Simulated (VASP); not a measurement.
**ZnS (CsCl type): single point with PBE**

The system is ZnS (CsCl type).

```
CELL_PARAMETERS angstrom
3.19746 0.00000 0.00000
0.00000 3.19746 0.00000
0.00000 0.00000 3.19746
ATOMIC_POSITIONS crystal
Zn 0.00000 0.00000 0.00000
S 0.50000 0.50000 0.50000
```

```json
{"Program": "VASP 6.6.1", "Task": "single point", "Functional": "PBE", "Potentials or basis": "VASP PAW PBE potentials, release 64 (Zn, S)", "Cutoff": "520 eV", "k mesh": "15 × 15 × 15", "Occupations": "fermi-dirac, width 0.1 eV", "Spin": "no spin polarisation", "Dipole correction": "no", "Further INCAR settings": "ALGO = Normal; EDIFF = 1e-06; NBANDS = 16"}
```

* Pressure: 0.1 GPa
* Band gap on the k mesh: zero (band 9 reaches 4.88 eV, above the bottom of band 10 at 3.67 eV)

Levels at points of the mesh, in eV from the Fermi level:
```tsv
k point	band 7	band 8	band 9	band 10	band 11	band 12
(0.00, 0.00, 0.00)	-1.26	-1.26	-1.26	-0.59	6.17	6.17
```

Run time: 14 s on 1 thread of Intel(R) Xeon(R) 6975P-C (Granite Rapids), with other jobs on the host, peak memory 0.17 GiB.
